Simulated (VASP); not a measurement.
The system is Re.

```
Re
1.0
    -3.19889    3.19889    3.19889
     3.19889   -3.19889    3.19889
     3.19889    3.19889   -3.19889
Re
8
Direct
  0.20600 0.20600 0.20600
  0.50000 0.00000 0.29400
  0.29400 0.50000 0.00000
  0.00000 0.29400 0.50000
  0.79400 0.79400 0.79400
  0.50000 0.00000 0.70600
  0.70600 0.50000 0.00000
  0.00000 0.70600 0.50000
```

* Program: VASP 6.6.1
* Task: relaxation of cell and atoms
* Functional: PBE
* Potentials or basis: VASP PAW PBE potentials, release 64 (Re)
* Cutoff: 600 eV
* k mesh: 4 × 4 × 4
* Occupations: gaussian, width 0.1 eV
* Spin: no spin polarisation

At the start: pressure 59.9 GPa; volume 16.37 Å³/atom.

Question: Where does the relaxation end?

Answer: Over 7 steps the energy falls by 559.6 meV/atom and the volume is 20.08 Å³/atom (+22.7 %); space group Ia-3 (No. 206, to 0.05 Å).

Step by step:
```tsv
step	energy change (eV)	largest force (eV/Å)	pressure (GPa)	volume (Å³)
1	0.0000	1.2787	59.93	130.94
2	19.7609	2.2452	-32.58	284.59
3	-3.8797	1.6440	-8.98	164.41
4	-4.1193	1.3717	-1.70	158.38
5	-4.1337	1.2780	0.77	156.58
6	-4.4672	0.2500	-0.16	160.00
7	-4.4769	0.0208	-0.18	160.64
```

Final structure:
```
Re
1.0
    -3.42448    3.42448    3.42448
     3.42448   -3.42448    3.42448
     3.42448    3.42448   -3.42448
Re
8
Direct
  0.19994 0.19994 0.19994
  0.50000 0.00000 0.30006
  0.30006 0.50000 0.00000
  0.00000 0.30006 0.50000
  0.80006 0.80006 0.80006
  0.50000 0.00000 0.69994
  0.69994 0.50000 0.00000
  0.00000 0.69994 0.50000
```

Caveat: the volume moved by over 15 % at a fixed basis, so the end points are rough.
